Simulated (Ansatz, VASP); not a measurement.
Si2W in VASP and in Ansatz

INCAR

```
SYSTEM = Si2W
PREC = Accurate
ENCUT = 520
EDIFF = 1E-6
ISMEAR = 0
SIGMA = 0.03
LREAL = .False.
LASPH = .True.
NELM = 100
ALGO = Normal
ISIF = 2
LWAVE = .False.
LCHARG = .False.
GGA = CA
NBANDS = 43
```

KPOINTS

```
regular mesh
0
Gamma
  9 9 6
  0 0 0
```

Contents of POSCAR:

```
Si2W
1.0
    4.5927688295      0.0000000000      0.0000000000
   -2.2963844148      3.9774544801      0.0000000000
    0.0000000000      0.0000000000      6.4496252673
Si W
6 3
Direct
    0.8466874044      0.6933748088      0.5000000000
    0.1533125956      0.8466874044      0.8333333333
    0.6933748088      0.8466874044      0.1666666667
    0.1533125956      0.3066251912      0.5000000000
    0.8466874044      0.1533125956      0.8333333333
    0.3066251912      0.1533125956      0.1666666667
    0.0000000000      0.5000000000      0.1666666667
    0.5000000000      0.5000000000      0.8333333333
    0.5000000000      0.0000000000      0.5000000000
```

Input for Ansatz:

```yaml
crystal:
  lattice:
    - [4.5927688295, 0.0, 0.0]
    - [-2.2963844148, 3.9774544801, 0.0]
    - [0.0, 0.0, 6.4496252673]
  atoms:
    - { symbol: Si, position: [0.8466874044, 0.6933748088, 0.5] }
    - { symbol: Si, position: [0.1533125956, 0.8466874044, 0.8333333333] }
    - { symbol: Si, position: [0.6933748088, 0.8466874044, 0.1666666667] }
    - { symbol: Si, position: [0.1533125956, 0.3066251912, 0.5] }
    - { symbol: Si, position: [0.8466874044, 0.1533125956, 0.8333333333] }
    - { symbol: Si, position: [0.3066251912, 0.1533125956, 0.1666666667] }
    - { symbol: W, position: [0.0, 0.5, 0.1666666667] }
    - { symbol: W, position: [0.5, 0.5, 0.8333333333] }
    - { symbol: W, position: [0.5, 0.0, 0.5] }
basis:
  ecutwfc: 420
kpoints:
  mp_grid: { grid: [9, 9, 6] }
hamiltonian:
  xc: lda
  pseudopotentials: { kind: paw, azcp: { folder: soft_1 } }
scf:
  occupations: { method: gaussian, width: 0.03 }
output:
  forces: true
  stress: true
  eigenvalues: true
```

Alike in both runs: task single point; functional LDA; k mesh 9 × 9 × 6; occupations gaussian, width 0.03 eV; no spin polarisation.

|  | VASP | Ansatz |
| --- | --- | --- |
| version | VASP 6.6.1 | Ansatz 0.2.0 |
| potentials or method | VASP PAW LDA potentials, release 64 (Si, W_sv), cutoff 520 eV | scalar-relativistic, plane waves, PAW |
| valence electrons in the cell | 66 | 66 |

VASP gave:

| Property | Result |
| --- | --- |
| gap on the k mesh at the Fermi level (eV) | none |
| pressure (GPa) | 1.8 |
| traceless stress, the component that is largest in VASP (GPa) | 3.43 |
| rms of the force components (eV/Å) | 0.721 |

Question: Which values does Ansatz return?

Answer: gap on the k mesh at the Fermi level (eV): none; pressure (GPa): 1.1; traceless stress, the component that is largest in VASP (GPa): 3.43; rms of the force components (eV/Å): 0.724.

Ansatz warns that its potentials were made for another functional, while VASP's fit it. LDA's correlation is that of Perdew and Zunger in VASP and of Perdew and Wang (1992) in Ansatz. Atom by atom the forces differ by 0.003 eV/Å (rms over components). A gap of «none» marks a metal or a gap that the smearing closes.

Neither program's run includes spin-orbit coupling.
